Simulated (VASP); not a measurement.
# Cs (P6_3/mmc) in VASP: notebook

The runs below take Cs through single point, with BLYP, PBE.

All numbers are computed with VASP 6.6.1; they aren't measurements. Logs are shortened: lines on timing, memory, paths and dates and some standing lists are left out, and cuts for length are marked.

## 1. The cell of the first run

Symmetry: P6_3/mmc, No. 194, hexagonal system. The conventional cell has a = 5.566 Å, b = 5.566 Å, c = 9.258 Å, α = 90.00°, β = 90.00°, γ = 120.00°.

## 2. Single point, BLYP

Input file INCAR:

```
SYSTEM = Cs
AGGAC = 1.0
AGGAX = 1.0
ALDAC = 0.0
ALDAX = 1.0
ALGO = Fast
EDIFF = 1E-7
ENCUT = 520
GGA = B5
ISIF = 2
ISMEAR = 1
LASPH = .TRUE.
LCHARG = .FALSE.
LREAL = .FALSE.
LWAVE = .FALSE.
NBANDS = 16
NELM = 60
PREC = Accurate
SIGMA = 0.35
```

Input file KPOINTS:

```
k-points
0
G
  2 2 1
  0 0 0
```

Input file POSCAR:

```
Cs
1.0
    5.5663060538      0.0000000000      0.0000000000
   -2.7831530269      4.8205624479      0.0000000000
    0.0000000000      0.0000000000      9.2584789600
Cs
2
Direct
    0.3333333333      0.6666666667      0.2500000000
    0.6666666667      0.3333333333      0.7500000000
```

Potentials or basis: VASP PAW PBE potentials, release 64 (Cs_sv).

Run with:

```
cat potpaw_PBE.64/Cs_sv/POTCAR > POTCAR
mpirun -np 1 vasp_std > vasp.out
```

OUTCAR:

```text
SYSTEM = Cs
   EDIFF = 1E-7
   ENCUT = 520
   GGA = B5
   ISIF = 2
   ISMEAR = 1
   LASPH = .TRUE.
   LREAL = .FALSE.
   NELM = 60
   PREC = Accurate

 ion  position               nearest neighbor table
   1  0.333  0.667  0.250-
   2  0.667  0.333  0.750-

  LATTYP: Found a hexagonal cell.
 ALAT       =     5.5663060538
 C/A-ratio  =     1.6633075635

  Lattice vectors:

 A1 = (   5.5663060538,   0.0000000000,   0.0000000000)
 A2 = (  -2.7831530269,   4.8205624479,   0.0000000000)
 A3 = (   0.0000000000,   0.0000000000,   9.2584789600)

Analysis of symmetry for initial positions (statically):
=====================================================================
 Subroutine PRICEL returns:
 Original cell was already a primitive cell.

 Routine SETGRP: Setting up the symmetry group for a
 hexagonal supercell.

 Subroutine GETGRP returns: Found 24 space group operations
 (whereof 12 operations were pure point group operations)
 out of a pool of 24 trial point group operations.

The static configuration has the point symmetry D_3d.
 The point group associated with its full space group is D_6h.

Analysis of symmetry for dynamics (positions and initial velocities):
=====================================================================
 Subroutine PRICEL returns:
 Original cell was already a primitive cell.

 Routine SETGRP: Setting up the symmetry group for a
 hexagonal supercell.

 Subroutine GETGRP returns: Found 24 space group operations
 (whereof 12 operations were pure point group operations)
 out of a pool of 24 trial point group operations.

The dynamic configuration has the point symmetry D_3d.
 The point group associated with its full space group is D_6h.

 Subroutine INISYM returns: Found 24 space group operations
 (whereof 12 operations are pure point group operations),
 and found     1 'primitive' translations

----------------------------------------------------------------------------------------

                                     Primitive cell

  volume of cell :     248.4302

  direct lattice vectors                    reciprocal lattice vectors
     5.566306054  0.000000000  0.000000000     0.179652357  0.103722336  0.000000000
    -2.783153027  4.820562448  0.000000000     0.000000000  0.207444673  0.000000000
     0.000000000  0.000000000  9.258478960     0.000000000  0.000000000  0.108009102

  length of vectors
     5.566306054  5.566306054  9.258478960     0.207444673  0.207444673  0.108009102

  position of ions in fractional coordinates (direct lattice)
     0.333333333  0.666666667  0.250000000
     0.666666667  0.333333333  0.750000000

  ion indices of the primitive-cell ions
   primitive index   ion index
                 1           1
                 2           2

----------------------------------------------------------------------------------------

 KPOINTS: k-points

Automatic generation of k-mesh.
 Grid dimensions read from file:
 generate k-points for:    2    2    1

 Generating k-lattice:

  Cartesian coordinates                     Fractional coordinates (reciprocal lattice)
     0.089826178  0.051861168  0.000000000     0.500000000  0.000000000  0.000000000
     0.000000000  0.103722336  0.000000000     0.000000000  0.500000000  0.000000000
     0.000000000  0.000000000  0.108009102     0.000000000  0.000000000  1.000000000

  Length of vectors
     0.103722336  0.103722336  0.108009102

  Shift w.r.t. Gamma in fractional coordinates (k-lattice)
     0.000000000  0.000000000  0.000000000

 Subroutine IBZKPT returns following result:
 ===========================================

 Found      2 irreducible k-points:

 Following reciprocal coordinates:
            Coordinates               Weight
  0.000000  0.000000  0.000000      1.000000
  0.500000 -0.000000  0.000000      3.000000
   k-points           NKPTS =      2   k-points in BZ     NKDIM =      2   number of bands    NBANDS=     16
   number of dos      NEDOS =    301   number of ions     NIONS =      2
   total plane-waves  NPLWV = 123480
   dimension x,y,z NGX =    42 NGY =   42 NGZ =   70
   dimension x,y,z NGXF=    84 NGYF=   84 NGZF=  140
   ions per type =               2
   NGX,Y,Z   is equivalent  to a cutoff of  12.54, 12.54, 12.57 a.u.
   NGXF,Y,Z  is equivalent  to a cutoff of  25.09, 25.09, 25.14 a.u.
 SYSTEM =  Cs
   PREC   = accura    normal or accurate (medium, high low for compatibility)
   ISTART =      0    job   : 0-new  1-cont  2-samecut
   ICHARG =      2    charge: 1-file 2-atom 10-const
   ISPIN  =      1    spin polarized calculation?
   LNONCOLLINEAR =      F non collinear calculations
   LSORBIT =      F    spin-orbit coupling
   LASPH  =      T    aspherical Exc in radial PAW
   ENCUT  =  520.0 eV  38.22 Ry    6.18 a.u.  10.35 10.35 17.21*2*pi/ulx,y,z
   NELM   =     60;   NELMIN=  2; NELMDL= -5     # of ELM steps
   EDIFF  = 0.1E-06   stopping-criterion for ELM
   LREAL  =      F    real-space projection
   EDIFFG = 0.1E-05   stopping-criterion for IOM
   NSW    =      0    number of steps for IOM
   IBRION =     -1    ionic relax: 0-MD 1-quasi-New 2-CG
   NFREE  =      0    steps in history (QN), initial steepest desc. (CG)
   ISIF   =      2    stress and relaxation
   ISYM   =      2    0-nonsym 1-usesym 2-fastsym
   POTIM  = 0.5000    time-step for ionic-motion
   TEBEG  =    0.0;   TEEND  =   0.0 temperature during run
   PSTRESS=    0.0 pullay stress
   NELECT =      18.0000    total number of electrons
   NUPDOWN=      -1.0000    fix difference up-down
   EMIN   =  10.00;   EMAX   =-10.00  energy-range for DOS
   EFERMI =   0.00;   METHOD = LEGACY
   ISMEAR =     1;   SIGMA  =   0.35  broadening in eV -4-tet -1-fermi 0-gaus
   EFERMI_NEDOS =   21; number of points for ismear=-14 and -15
   IALGO  =     68    algorithm
   IMIX   =      4    mixing-type and parameters
     AMIX     =   0.40;   BMIX     =  1.00
     AMIX_MAG =   1.60;   BMIX_MAG =  1.00
  volume/ion in A,a.u.               =     124.22       838.24
  Fermi-wavevector in a.u.,A,eV,Ry     =   0.682492  1.289723  6.337529  0.465795
  Thomas-Fermi vector in A             =   1.761581
   LORBIT       =      0    0 simple, 1 ext, 2 COOP (PROOUT), +10 PAW based schemes
   GGA     = B5    functional components
   LHFCALC =     F    Hartree Fock is set to
   AEXX    =    0.0000 exact exchange contribution
   IVDW    =     0    specifies the selected vdW correction
   LEPSILON=     F    determine dielectric tensor
   LRPA    =     F    only Hartree local field effects (RPA)
 non-spin polarized calculation
 RMM-DIIS sequential band-by-band and
 Methfessel and Paxton  Order N= 1 SIGMA  =   0.35
  energy-cutoff  :      520.00
  volume of cell :      248.43
 maximum number of plane-waves:      6689
 NGX is ok and might be reduce to    42
   NGX = 21   NGY = 21   NGZ = 35

 number of electron      18.0000000 magnetization

 Free energy of the ion-electron system (eV)
  ---------------------------------------------------
  ext. energy  EPLUGINS =         0.00000000
  ---------------------------------------------------
  free energy    TOTEN  =        -0.94659286 eV

  energy without entropy =       -0.90919682  energy(sigma->0) =       -0.93412751

 E-fermi :   0.7700     XC(G=0):  -4.6844

 val. band max:        0.6696544333   @ k =   0.5000  -0.0000   0.0000
 cond. band min:       1.3206414174   @ k =   0.5000  -0.0000   0.0000
 fundamental gap:      0.6509869842
 Fermi energy:         0.7700469967

 k-point     1 :       0.0000    0.0000    0.0000
  band No.  band energies     occupation
      1     -23.2090      2.00000
      2     -23.2051      2.00000
      3     -10.1233      2.00000
      4     -10.0239      2.00000
      5     -10.0109      2.00000
      6     -10.0109      2.00000
      7      -9.9975      2.00000
      8      -9.9975      2.00000
      9      -0.8019      2.00000
     10       0.5860      1.76790
     11       1.6934     -0.00122
     12       2.8571     -0.00000
     13       2.9729     -0.00000
     14       2.9729     -0.00000
     15       3.1955     -0.00000
     16       3.1955     -0.00000

 k-point     2 :       0.5000   -0.0000    0.0000
  band No.  band energies     occupation
      1     -23.2046      2.00000
      2     -23.2033      2.00000
      3     -10.0972      2.00000
      4     -10.0829      2.00000
      5     -10.0788      2.00000
      6     -10.0464      2.00000
      7     -10.0359      2.00000
      8     -10.0142      2.00000
      9       0.6697      1.46405
     10       1.3206     -0.04862
     11       1.6108     -0.00355
     12       1.7261     -0.00077
     13       2.3033     -0.00000
     14       2.6427     -0.00000
     15       2.9502     -0.00000
     16       3.9390     -0.00000

------------------------ aborting loop because EDIFF is reached ----------------------------------------

  FORCE on cell =-STRESS in cart. coord.  units (eV):
  Direction    XX          YY          ZZ          XY          YZ          ZX
  --------------------------------------------------------------------------------------
  -------------------------------------------------------------------------------------
  Total       -0.1238517     -0.1238517     -0.3650098     -0.0000000      0.0000000      0.0000000
  in kB       -0.7987451     -0.7987451     -2.3540227     -0.0000000      0.0000000      0.0000000
  external PRESSURE =      -1.3171709 kB  Pullay stress =       0.0000000 kB

 VOLUME and BASIS-vectors are now :
 -----------------------------------------------------------------------------
  energy-cutoff  :      520.00
  volume of cell :      248.43
      direct lattice vectors                 reciprocal lattice vectors
     5.566306054  0.000000000  0.000000000     0.179652357  0.103722336  0.000000000
    -2.783153027  4.820562448  0.000000000     0.000000000  0.207444673  0.000000000
     0.000000000  0.000000000  9.258478960     0.000000000  0.000000000  0.108009102

 POSITION                                       TOTAL-FORCE (eV/Angst)
 -----------------------------------------------------------------------------------
     -0.00000      3.21371      2.31462         0.000000     -0.000000      0.000000
      2.78315      1.60685      6.94386        -0.000000      0.000000      0.000000
 -----------------------------------------------------------------------------------
    total drift:                               -0.000000      0.000000     -0.000000

  FREE ENERGIE OF THE ION-ELECTRON SYSTEM (eV)
  ---------------------------------------------------
  free  energy   TOTEN  =        -0.9465928554 eV

  energy  without entropy=       -0.9091968214  energy(sigma->0) =       -0.93412751
```

Wall time 89 s (1 thread of Intel Xeon 8259CL, shared host); peak memory 0.32 GiB.

What came out:

- Free energy: -0.9466 eV
- Pressure: -0.1 GPa
- Band gap on the k mesh: zero (band 9 reaches 0.67 eV, above the bottom of band 10 at 0.59 eV)

Stress tensor (GPa, compression positive):
```
-0.08  0.00  0.00
 0.00 -0.08  0.00
 0.00  0.00 -0.24
```

Caveat: the k points lie up to 0.68 Å⁻¹ apart; the PAW data sets were made with another functional, which shifts forces and pressure a little; spin-orbit coupling is left out, which moves the levels of the heavy elements.

## 3. Single point, PBE

Input file INCAR:

```
SYSTEM = Cs
  PREC = Accurate
  ENCUT = 520
  EDIFF = 1E-6
  ISMEAR = 0
  SIGMA = 0.1
  LREAL = .FALSE.
  LASPH = .TRUE.
  NELM = 100
  ALGO = Fast
  ISIF = 2
  LWAVE = .FALSE.
  LCHARG = .TRUE.
  GGA = PE
  LELF = .TRUE.
  LVHAR = .TRUE.
  NBANDS = 16
```

Input file KPOINTS:

```
regular mesh
0
G
  3 3 2
  0 0 0
```

POSCAR is that of step 2.

Potentials or basis: VASP PAW PBE potentials, release 64 (Cs_sv).

Run with:

```
cat potpaw_PBE.64/Cs_sv/POTCAR > POTCAR
mpirun -np 1 vasp_std > vasp.out
```

OUTCAR:

```text
SYSTEM = Cs
   PREC = Accurate
   ENCUT = 520
   EDIFF = 1E-6
   ISMEAR = 0
   LREAL = .FALSE.
   LASPH = .TRUE.
   NELM = 100
   ISIF = 2
   GGA = PE

 ion  position               nearest neighbor table
   1  0.333  0.667  0.250-
   2  0.667  0.333  0.750-

  LATTYP: Found a hexagonal cell.
 ALAT       =     5.5663060538
 C/A-ratio  =     1.6633075635

  Lattice vectors:

 A1 = (   5.5663060538,   0.0000000000,   0.0000000000)
 A2 = (  -2.7831530269,   4.8205624479,   0.0000000000)
 A3 = (   0.0000000000,   0.0000000000,   9.2584789600)

Analysis of symmetry for initial positions (statically):
=====================================================================
 Subroutine PRICEL returns:
 Original cell was already a primitive cell.

 Routine SETGRP: Setting up the symmetry group for a
 hexagonal supercell.

 Subroutine GETGRP returns: Found 24 space group operations
 (whereof 12 operations were pure point group operations)
 out of a pool of 24 trial point group operations.

The static configuration has the point symmetry D_3d.
 The point group associated with its full space group is D_6h.
[... 142 lines left out ...]

  energy without entropy =       -1.71827162  energy(sigma->0) =       -1.73332960

 E-fermi :   0.0492     XC(G=0):  -5.2179

 val. band max:        0.0015851563   @ k =   0.3333   0.0000   0.5000
 cond. band min:       0.2284567780   @ k =   0.0000   0.0000   0.0000
 fundamental gap:      0.2268716217
 Fermi energy:         0.0491746958

 k-point     1 :       0.0000    0.0000    0.0000
  band No.  band energies     occupation
      1     -23.6362      2.00000
      2     -23.6325      2.00000
      3     -10.4857      2.00000
      4     -10.4046      2.00000
      5     -10.4046      2.00000
      6     -10.3917      2.00000
[... 91 lines left out ...]
      3     -10.4721      2.00000
      4     -10.4721      2.00000
      5     -10.4563      2.00000
      6     -10.4563      2.00000
[... 8 lines left out ...]
     15       2.9030      0.00000
     16       2.9030      0.00000

------------------------ aborting loop because EDIFF is reached ----------------------------------------

  FORCE on cell =-STRESS in cart. coord.  units (eV):
  Direction    XX          YY          ZZ          XY          YZ          ZX
  --------------------------------------------------------------------------------------
  -------------------------------------------------------------------------------------
  Total       -0.1218615     -0.1218615     -0.3340317     -0.0000000      0.0000000     -0.0000000
  in kB       -0.7859099     -0.7859099     -2.1542388     -0.0000000      0.0000000     -0.0000000
  external PRESSURE =      -1.2420196 kB  Pullay stress =       0.0000000 kB

 VOLUME and BASIS-vectors are now :
 -----------------------------------------------------------------------------
  energy-cutoff  :      520.00
  volume of cell :      248.43
      direct lattice vectors                 reciprocal lattice vectors
     5.566306054  0.000000000  0.000000000     0.179652357  0.103722336  0.000000000
    -2.783153027  4.820562448  0.000000000     0.000000000  0.207444673  0.000000000
     0.000000000  0.000000000  9.258478960     0.000000000  0.000000000  0.108009102

 POSITION                                       TOTAL-FORCE (eV/Angst)
 -----------------------------------------------------------------------------------
     -0.00000      3.21371      2.31462        -0.000000     -0.000000      0.000000
      2.78315      1.60685      6.94386         0.000000      0.000000      0.000000
 -----------------------------------------------------------------------------------
    total drift:                               -0.000000      0.000000     -0.000000

  FREE ENERGIE OF THE ION-ELECTRON SYSTEM (eV)
  ---------------------------------------------------
  free  energy   TOTEN  =        -1.7483875738 eV

  energy  without entropy=       -1.7182716236  energy(sigma->0) =       -1.73332960
```

It took 54 s on 1 thread of Intel Xeon 8259CL, shared host; peak memory 0.33 GiB.

Results:

| Item | Value |
| --- | --- |
| Free energy | -1.7484 eV |
| Pressure | -0.1 GPa |
| Band gap on the k mesh | zero (band 9 reaches 1.07 eV, above the bottom of band 10 at -0.78 eV) |

Levels at points of the mesh, in eV from the Fermi level:
```
           k point  band 5  band 6  band 7  band 8  band 9  band 10  band 11  band 12  band 13  band 14
(0.00, 0.00, 0.00)  -10.45  -10.44  -10.44  -10.44   -1.38     0.18     0.87     2.54     2.58     2.58
(0.00, 0.00, 0.50)  -10.45  -10.45  -10.45  -10.45   -0.83    -0.83     1.79     1.79     2.60     2.60
```

Caveat: the k points lie up to 0.43 Å⁻¹ apart; spin-orbit coupling is left out, which moves the levels of the heavy elements.

## 4. Single point, PBE

Input file INCAR:

```
SYSTEM = Cs
PREC = Accurate ; ENCUT = 520
EDIFF = 1E-6 ; ISMEAR = 0
SIGMA = 0.0062 ; LREAL = .FALSE.
LASPH = .TRUE. ; NELM = 80
ALGO = Normal ; ISIF = 2
LWAVE = .FALSE. ; LCHARG = .FALSE.
GGA = PE ; NBANDS = 16
```

KPOINTS is that of step 3.

POSCAR is that of step 3.

Run with:

```
cat potpaw_PBE.64/Cs_sv/POTCAR > POTCAR
mpirun -np 1 vasp_std > vasp.out
```

Wall time 41 s (1 thread of Intel Xeon 8259CL, shared host); peak memory 0.32 GiB.

The run converged. Its results:

* Free energy: -1.7203 eV
* Pressure: -0.1 GPa
* Band gap on the k mesh: zero (band 9 reaches 1.07 eV, above the bottom of band 10 at -0.78 eV)

Stress tensor (GPa, compression positive):
```
-0.08  0.00  0.00
 0.00 -0.08  0.00
 0.00  0.00 -0.22
```

Levels at points of the mesh, in eV from the Fermi level:
| k point | band 6 | band 7 | band 8 | band 9 | band 10 | band 11 | band 12 | band 13 |
| --- | --- | --- | --- | --- | --- | --- | --- | --- |
| (0.00, 0.00, 0.00) | -10.40 | -10.40 | -10.39 | -1.34 | 0.22 | 0.91 | 2.58 | 2.63 |
| (0.00, 0.00, 0.50) | -10.40 | -10.40 | -10.40 | -0.78 | -0.78 | 1.84 | 1.84 | 2.64 |

Caveat: the k points lie up to 0.43 Å⁻¹ apart; spin-orbit coupling is left out, which moves the levels of the heavy elements.

## 5. Single point, PBE

Input file INCAR:

```
SYSTEM = Cs
  ALGO = Normal
  EDIFF = 1E-7
  ENCUT = 520
  GGA = PE
  ISIF = 2
  ISMEAR = -4
  LASPH = .TRUE.
  LCHARG = .TRUE.
  LELF = .TRUE.
  LREAL = .FALSE.
  LVHAR = .TRUE.
  LWAVE = .FALSE.
  NBANDS = 16
  NELM = 60
  PREC = Accurate
  SIGMA = 0.1
```

Input file KPOINTS:

```
k-points
0
G
  3 3 2
  0 0 0
```

POSCAR is that of step 4.

Run with:

```
cat potpaw_PBE.64/Cs_sv/POTCAR > POTCAR
mpirun -np 1 vasp_std > vasp.out
```

It took 48 s on 1 thread of Intel Xeon 8259CL, shared host; peak memory 0.32 GiB.

The run converged. Its results:

- Free energy: -1.4324 eV
- Pressure: -0.1 GPa
- Band gap on the k mesh: zero (band 9 reaches 1.07 eV, above the bottom of band 10 at -0.77 eV)

Stress tensor (GPa, compression positive):
```
-0.04  0.00  0.00
 0.00 -0.04  0.00
 0.00  0.00 -0.17
```

Levels at points of the mesh, in eV from the Fermi level:
```
           k point  band 7  band 8  band 9  band 10  band 11  band 12
(0.00, 0.00, 0.00)  -10.66  -10.65   -1.60    -0.04     0.65     2.32
(0.00, 0.00, 0.50)  -10.66  -10.66   -1.05    -1.05     1.57     1.57
```

Caveat: the k points lie up to 0.43 Å⁻¹ apart; spin-orbit coupling is left out, which moves the levels of the heavy elements.

## 6. The runs side by side

```csv
level,k mesh,smearing,gap on the mesh (eV),pressure (GPa)
BLYP,2 × 2 × 1,methfessel-paxton 0.35 eV,none,-0.1
PBE,3 × 3 × 2,gaussian 0.1 eV,none,-0.1
PBE,3 × 3 × 2,gaussian 0.0062 eV,none,-0.1
PBE,3 × 3 × 2,tetrahedron,none,-0.1
```

Alike in all rows: task single point; potentials or basis VASP PAW PBE potentials, release 64 (Cs_sv); no spin polarisation; cell as given; cutoff (eV) 520.

Caveats: all runs use coarse meshes; spin-orbit coupling is left out, which moves the levels of the heavy elements; the PAW data sets were made with another functional, which shifts forces and pressure a little (some runs).

Absolute energies hang on the potentials; compare differences alone.
